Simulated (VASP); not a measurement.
# AlN (zincblende type) (F-43m) in VASP: further runs, part 3 of 3

VASP 6.6.1. Earlier steps stand in the parts before.

## 4. Density of states, LDA (volume scaled by 0.8)

POSCAR reads:

```
AlN
1.0
    0.0000000000      2.0154951942      2.0154951942
    2.0154951942      0.0000000000      2.0154951942
    2.0154951942      2.0154951942      0.0000000000
Al N
1 1
Direct
    0.0000000000      0.0000000000      0.0000000000
    0.2500000000      0.2500000000      0.2500000000
```

INCAR.step1 reads:

```
SYSTEM = AlN
PREC = Accurate ; ENCUT = 520
EDIFF = 1E-6 ; ISMEAR = -1
SIGMA = 0.1 ; LREAL = .FALSE.
LASPH = .TRUE. ; NELM = 100
ALGO = Normal ; ISIF = 2
LWAVE = .FALSE. ; LCHARG = .TRUE.
NBANDS = 11
```

KPOINTS.step1 reads:

```
Automatic mesh
0
G
  17 17 17
  0 0 0
```

INCAR.step2 reads:

```
SYSTEM = AlN
PREC = Accurate ; ENCUT = 520
EDIFF = 1E-6 ; ISMEAR = -5
SIGMA = 0.1 ; LREAL = .FALSE.
LASPH = .TRUE. ; NELM = 100
ALGO = Normal ; ISIF = 2
LWAVE = .FALSE. ; LCHARG = .FALSE.
LORBIT = 11 ; NEDOS = 2001
ICHARG = 11
```

KPOINTS.step2 reads:

```
Automatic mesh
0
G
  26 26 26
  0 0 0
```

Potentials or basis: VASP PAW LDA potentials, release 64 (Al, N).

On the command line:

```
$ cat potpaw_LDA.64/Al/POTCAR potpaw_LDA.64/N/POTCAR > POTCAR
$ cp INCAR.step1 INCAR
$ cp KPOINTS.step1 KPOINTS
$ mpirun -np 1 vasp_std > vasp.out
$ cp INCAR.step2 INCAR
$ cp KPOINTS.step2 KPOINTS
$ mpirun -np 1 vasp_std > vasp.out
```

OUTCAR:

```text
SYSTEM = AlN
   PREC = Accurate
   ENCUT = 520
   EDIFF = 1E-6
   ISMEAR = -5
   LREAL = .FALSE.
   LASPH = .TRUE.
   NELM = 100
   ISIF = 2
   LORBIT = 11
   ICHARG = 11

 ion  position               nearest neighbor table
   1  0.000  0.000  0.000-   2 1.75   2 1.75   2 1.75   2 1.75
   2  0.250  0.250  0.250-   1 1.75   1 1.75   1 1.75   1 1.75

  LATTYP: Found a face centered cubic cell.
 ALAT       =     4.0309903884

  Lattice vectors:

 A1 = (   0.0000000000,   2.0154951942,   2.0154951942)
 A2 = (   2.0154951942,   0.0000000000,   2.0154951942)
 A3 = (   2.0154951942,   2.0154951942,   0.0000000000)

Analysis of symmetry for initial positions (statically):
=====================================================================
 Subroutine PRICEL returns:
 Original cell was already a primitive cell.

 Routine SETGRP: Setting up the symmetry group for a
 face centered cubic supercell.

 Subroutine GETGRP returns: Found 24 space group operations
 (whereof 24 operations were pure point group operations)
 out of a pool of 48 trial point group operations.

The static configuration has the point symmetry T_d .

Analysis of symmetry for dynamics (positions and initial velocities):
=====================================================================
 Subroutine PRICEL returns:
 Original cell was already a primitive cell.

 Routine SETGRP: Setting up the symmetry group for a
 face centered cubic supercell.

 Subroutine GETGRP returns: Found 24 space group operations
 (whereof 24 operations were pure point group operations)
 out of a pool of 48 trial point group operations.

The dynamic configuration has the point symmetry T_d .

 Subroutine INISYM returns: Found 24 space group operations
 (whereof 24 operations are pure point group operations),
 and found     1 'primitive' translations

----------------------------------------------------------------------------------------

                                     Primitive cell

  volume of cell :      16.3748

  direct lattice vectors                    reciprocal lattice vectors
     0.000000000  2.015495194  2.015495194    -0.248077992  0.248077992  0.248077992
     2.015495194  0.000000000  2.015495194     0.248077992 -0.248077992  0.248077992
     2.015495194  2.015495194  0.000000000     0.248077992  0.248077992 -0.248077992

  length of vectors
     2.850340639  2.850340639  2.850340639     0.429683686  0.429683686  0.429683686

  position of ions in fractional coordinates (direct lattice)
     0.000000000  0.000000000  0.000000000
     0.250000000  0.250000000  0.250000000

  ion indices of the primitive-cell ions
   primitive index   ion index
                 1           1
                 2           2

----------------------------------------------------------------------------------------

 KPOINTS: Automatic mesh

Automatic generation of k-mesh.
 Grid dimensions read from file:
 generate k-points for:   26   26   26

 Generating k-lattice:

  Cartesian coordinates                     Fractional coordinates (reciprocal lattice)
[... 44 lines left out ...]
   k-points           NKPTS =    511   k-points in BZ     NKDIM =    511   number of bands    NBANDS=      8
   number of dos      NEDOS =   2001   number of ions     NIONS =      2
   total plane-waves  NPLWV =  13824
   dimension x,y,z NGX =    24 NGY =   24 NGZ =   24
   dimension x,y,z NGXF=    48 NGYF=   48 NGZF=   48
   ions per type =               1   1
   NGX,Y,Z   is equivalent  to a cutoff of  14.00, 14.00, 14.00 a.u.
   NGXF,Y,Z  is equivalent  to a cutoff of  28.00, 28.00, 28.00 a.u.
 SYSTEM =  AlN
   PREC   = accura    normal or accurate (medium, high low for compatibility)
   ISTART =      0    job   : 0-new  1-cont  2-samecut
   ICHARG =     11    charge: 1-file 2-atom 10-const
   ISPIN  =      1    spin polarized calculation?
   LNONCOLLINEAR =      F non collinear calculations
   LSORBIT =      F    spin-orbit coupling
   LASPH  =      T    aspherical Exc in radial PAW
   ENCUT  =  520.0 eV  38.22 Ry    6.18 a.u.   5.30  5.30  5.30*2*pi/ulx,y,z
   NELM   =    100;   NELMIN=  2; NELMDL=  0     # of ELM steps
   EDIFF  = 0.1E-05   stopping-criterion for ELM
   LREAL  =      F    real-space projection
   EDIFFG = 0.1E-04   stopping-criterion for IOM
   NSW    =      0    number of steps for IOM
   IBRION =     -1    ionic relax: 0-MD 1-quasi-New 2-CG
   NFREE  =      0    steps in history (QN), initial steepest desc. (CG)
   ISIF   =      2    stress and relaxation
   ISYM   =      2    0-nonsym 1-usesym 2-fastsym
   POTIM  = 0.5000    time-step for ionic-motion
   TEBEG  =    0.0;   TEEND  =   0.0 temperature during run
   PSTRESS=    0.0 pullay stress
   NELECT =       8.0000    total number of electrons
   NUPDOWN=      -1.0000    fix difference up-down
   EMIN   =  10.00;   EMAX   =-10.00  energy-range for DOS
   EFERMI =   0.00;   METHOD = LEGACY
   ISMEAR =    -5;   SIGMA  =   0.10  broadening in eV -4-tet -1-fermi 0-gaus
   EFERMI_NEDOS =   21; number of points for ismear=-14 and -15
   IALGO  =     38    algorithm
   IMIX   =      4    mixing-type and parameters
     AMIX     =   0.40;   BMIX     =  1.00
     AMIX_MAG =   1.60;   BMIX_MAG =  1.00
  volume/ion in A,a.u.               =       8.19        55.25
  Fermi-wavevector in a.u.,A,eV,Ry     =   1.289376  2.436568 22.619571  1.662492
  Thomas-Fermi vector in A             =   2.421273
   LORBIT       =     11    0 simple, 1 ext, 2 COOP (PROOUT), +10 PAW based schemes
   GGA     = CA    functional components
   LHFCALC =     F    Hartree Fock is set to
   AEXX    =    0.0000 exact exchange contribution
   IVDW    =     0    specifies the selected vdW correction
   LEPSILON=     F    determine dielectric tensor
   LRPA    =     F    only Hartree local field effects (RPA)
 non-spin polarized calculation
 Fermi weights with tetrahedron method with Bloechl corrections
  energy-cutoff  :      520.00
  volume of cell :       16.37
 maximum number of plane-waves:       459
 NGX is ok and might be reduce to    24

 number of electron       8.0000000 magnetization

 Free energy of the ion-electron system (eV)
  ---------------------------------------------------
  ext. energy  EPLUGINS =         0.00000000
  ---------------------------------------------------
  free energy    TOTEN  =       -15.57406730 eV

  energy without entropy =      -15.57406730  energy(sigma->0) =      -15.57406730

 E-fermi :   8.2537     XC(G=0): -12.3584

 val. band max:        8.2359005099   @ k =  -0.0769   0.0769   0.0000
 cond. band min:      11.5158817442   @ k =   0.5000   0.5000   0.0000
 fundamental gap:      3.2799812343
 Fermi energy:         8.2537070798

 k-point     1 :       0.0000    0.0000    0.0000
  band No.  band energies     occupation
      1      -8.1250      2.00000
      2       8.2264      2.00000
      3       8.2264      2.00000
      4       8.2264      2.00000
      5      14.7934      0.00000
      6      23.1193      0.00000
      7      23.1193      0.00000
      8      23.1193      0.00000
[... 243 lines left out ...]
 k-point    24 :       0.3846    0.0385    0.0000
  band No.  band energies     occupation
      1      -5.8476      2.00000
      2       2.3540      2.00000
      3       7.7115      2.00000
      4       7.7863      2.00000
      5      17.5506      0.00000
      6      19.8993      0.00000
      7      21.3630      0.00000
      8      21.4344      0.00000

 [... further k-points ...]

------------------------ aborting loop because EDIFF is reached ----------------------------------------

  FORCE on cell =-STRESS in cart. coord.  units (eV):
  Direction    XX          YY          ZZ          XY          YZ          ZX
  --------------------------------------------------------------------------------------
  -------------------------------------------------------------------------------------
  Total        7.5624363      7.5624363      7.5624363     -0.0000000      0.0000000     -0.0000000
  in kB      739.9408739    739.9408739    739.9408739     -0.0000000      0.0000000     -0.0000000
  external PRESSURE =     739.9408739 kB  Pullay stress =       0.0000000 kB

 VOLUME and BASIS-vectors are now :
 -----------------------------------------------------------------------------
  energy-cutoff  :      520.00
  volume of cell :       16.37
      direct lattice vectors                 reciprocal lattice vectors
     0.000000000  2.015495194  2.015495194    -0.248077992  0.248077992  0.248077992
     2.015495194  0.000000000  2.015495194     0.248077992 -0.248077992  0.248077992
     2.015495194  2.015495194  0.000000000     0.248077992  0.248077992 -0.248077992

 POSITION                                       TOTAL-FORCE (eV/Angst)
 -----------------------------------------------------------------------------------
      0.00000      0.00000      0.00000         0.000000      0.000000      0.000000
      1.00775      1.00775      1.00775        -0.000000     -0.000000     -0.000000
 -----------------------------------------------------------------------------------
    total drift:                               -0.000000     -0.000000     -0.000000

  FREE ENERGIE OF THE ION-ELECTRON SYSTEM (eV)
  ---------------------------------------------------
  free  energy   TOTEN  =       -15.5740673037 eV

  energy  without entropy=      -15.5740673037  energy(sigma->0) =      -15.57406730

 total charge

# of ion       s       p       d       tot
------------------------------------------
    1        0.427   0.613   0.000   1.040
    2        1.239   2.812   0.000   4.051
--------------------------------------------------
tot          1.666   3.425   0.000   5.091
```

Wall time 20 s (1 thread of Intel Xeon 6975P-C (Granite Rapids), shared host); peak memory 0.18 GiB.

What came out:

* Valence electrons inside the program's atomic spheres: Al 1.04; N 4.05

Caveat: the cell differs from its parent crystal (volume scaled by 0.8).

## 5. Density of states, LDA

This run uses another cell than the first one, of 10.23 Å³/atom, 1.818 times its volume.

POSCAR reads:

```
AlN
1.0
    0.0000000000      2.1711263820      2.1711263820
    2.1711263820      0.0000000000      2.1711263820
    2.1711263820      2.1711263820      0.0000000000
Al N
1 1
Direct
    0.0000000000      0.0000000000      0.0000000000
    0.2500000000      0.2500000000      0.2500000000
```

INCAR.step1 reads:

```
PREC = Accurate
ENCUT = 520
EDIFF = 1E-6
ISMEAR = -1
SIGMA = 0.1
LREAL = F
LASPH = T
NELM = 100
ALGO = Normal
ISIF = 2
LWAVE = F
LCHARG = T
NBANDS = 11
```

KPOINTS.step1 reads:

```
regular mesh
0
Gamma
  17 17 17
```

INCAR.step2 reads:

```
PREC = Accurate
ENCUT = 520
EDIFF = 1E-6
ISMEAR = -5
SIGMA = 0.1
LREAL = F
LASPH = T
NELM = 100
ALGO = Normal
ISIF = 2
LWAVE = F
LCHARG = F
LORBIT = 10
NBANDS = 11
NEDOS = 2001
ICHARG = 11
```

KPOINTS.step2 reads:

```
regular mesh
0
Gamma
  26 26 26
```

Potentials or basis: VASP PAW LDA potentials, release 64 (Al, N).

On the command line:

```
$ cat potpaw_LDA.64/Al/POTCAR potpaw_LDA.64/N/POTCAR > POTCAR
$ cp INCAR.step1 INCAR
$ cp KPOINTS.step1 KPOINTS
$ mpirun -np 1 vasp_std > vasp.out
$ cp INCAR.step2 INCAR
$ cp KPOINTS.step2 KPOINTS
$ mpirun -np 1 vasp_std > vasp.out
```

OUTCAR:

```text
PREC = Accurate
   ENCUT = 520
   EDIFF = 1E-6
   ISMEAR = -5
   LREAL = F
   LASPH = T
   NELM = 100
   ISIF = 2
   LORBIT = 10
   ICHARG = 11

 ion  position               nearest neighbor table
   1  0.000  0.000  0.000-   2 1.88   2 1.88   2 1.88   2 1.88
   2  0.250  0.250  0.250-   1 1.88   1 1.88   1 1.88   1 1.88

  LATTYP: Found a face centered cubic cell.
 ALAT       =     4.3422527640

  Lattice vectors:

 A1 = (   0.0000000000,   2.1711263820,   2.1711263820)
 A2 = (   2.1711263820,   0.0000000000,   2.1711263820)
 A3 = (   2.1711263820,   2.1711263820,   0.0000000000)

Analysis of symmetry for initial positions (statically):
=====================================================================
 Subroutine PRICEL returns:
 Original cell was already a primitive cell.

 Routine SETGRP: Setting up the symmetry group for a
 face centered cubic supercell.

 Subroutine GETGRP returns: Found 24 space group operations
 (whereof 24 operations were pure point group operations)
 out of a pool of 48 trial point group operations.

[... 182 lines left out ...]
     11      24.9604      0.00000
[... 309 lines left out ...]
 k-point    24 :       0.3846    0.0385    0.0000
  band No.  band energies     occupation
      1      -7.3261      2.00000
      2       0.7620      2.00000
      3       5.3810      2.00000
      4       5.4379      2.00000
      5      13.1733      0.00000
      6      15.8974      0.00000
      7      17.3590      0.00000
      8      17.4244      0.00000
      9      23.2013      0.00000
     10      23.9152      0.00000
     11      24.6135      0.00000

 [... further k-points ...]

------------------------ aborting loop because EDIFF is reached ----------------------------------------

  FORCE on cell =-STRESS in cart. coord.  units (eV):
  Direction    XX          YY          ZZ          XY          YZ          ZX
  --------------------------------------------------------------------------------------
  -------------------------------------------------------------------------------------
  Total        0.0820555      0.0820555      0.0820555      0.0000000      0.0000000      0.0000000
  in kB        6.4229306      6.4229306      6.4229306      0.0000000      0.0000000      0.0000000
  external PRESSURE =       6.4229306 kB  Pullay stress =       0.0000000 kB

 VOLUME and BASIS-vectors are now :
 -----------------------------------------------------------------------------
  energy-cutoff  :      520.00
  volume of cell :       20.47
      direct lattice vectors                 reciprocal lattice vectors
     0.000000000  2.171126382  2.171126382    -0.230295207  0.230295207  0.230295207
     2.171126382  0.000000000  2.171126382     0.230295207 -0.230295207  0.230295207
     2.171126382  2.171126382  0.000000000     0.230295207  0.230295207 -0.230295207

 POSITION                                       TOTAL-FORCE (eV/Angst)
 -----------------------------------------------------------------------------------
      0.00000      0.00000      0.00000         0.000000      0.000000      0.000000
      1.08556      1.08556      1.08556        -0.000000     -0.000000     -0.000000
 -----------------------------------------------------------------------------------
    total drift:                               -0.000000     -0.000000     -0.000000

  FREE ENERGIE OF THE ION-ELECTRON SYSTEM (eV)
  ---------------------------------------------------
  free  energy   TOTEN  =       -16.3754531966 eV

  energy  without entropy=      -16.3754531966  energy(sigma->0) =      -16.37545320

 total charge

# of ion       s       p       d       tot
------------------------------------------
    1        0.380   0.467   0.000   0.846
    2        1.212   2.622   0.000   3.834
--------------------------------------------------
tot          1.591   3.089   0.000   4.680
```

OSZICAR.step1:

```text
N       E                     dE             d eps       ncg     rms          rms(c)
DAV:   1     0.801646446598E+01    0.80165E+01   -0.39195E+03  3782   0.608E+02
DAV:   2    -0.181578210822E+02   -0.26174E+02   -0.24980E+02  4324   0.126E+02
DAV:   3    -0.189391536743E+02   -0.78133E+00   -0.78012E+00  4469   0.198E+01
DAV:   4    -0.189424672247E+02   -0.33136E-02   -0.33134E-02  4050   0.157E+00
DAV:   5    -0.189424947849E+02   -0.27560E-04   -0.27560E-04  4418   0.136E-01    0.875E+00
DAV:   6    -0.164486579932E+02    0.24938E+01   -0.12722E+01  4080   0.175E+01    0.297E+00
DAV:   7    -0.164048269569E+02    0.43831E-01   -0.11091E-01  4194   0.248E+00    0.197E+00
DAV:   8    -0.163760371829E+02    0.28790E-01   -0.31389E-02  4176   0.159E+00    0.404E-01
DAV:   9    -0.163754372383E+02    0.59994E-03   -0.21352E-03  4242   0.281E-01    0.188E-01
DAV:  10    -0.163754544798E+02   -0.17241E-04   -0.12171E-04  4148   0.768E-02    0.581E-02
DAV:  11    -0.163754504976E+02    0.39822E-05   -0.40357E-06  4227   0.163E-02    0.103E-02
DAV:  12    -0.163754504626E+02    0.35005E-07   -0.74717E-08  2334   0.208E-03
   1 F= -.16375450E+02 E0= -.16375450E+02  d E =-.521163E-08
```

Wall time 23 s (1 thread of Intel Xeon 6975P-C (Granite Rapids), shared host); peak memory 0.21 GiB.

What came out:

```
Valence electrons inside the program's atomic spheres : Al 0.85; N 3.83
```
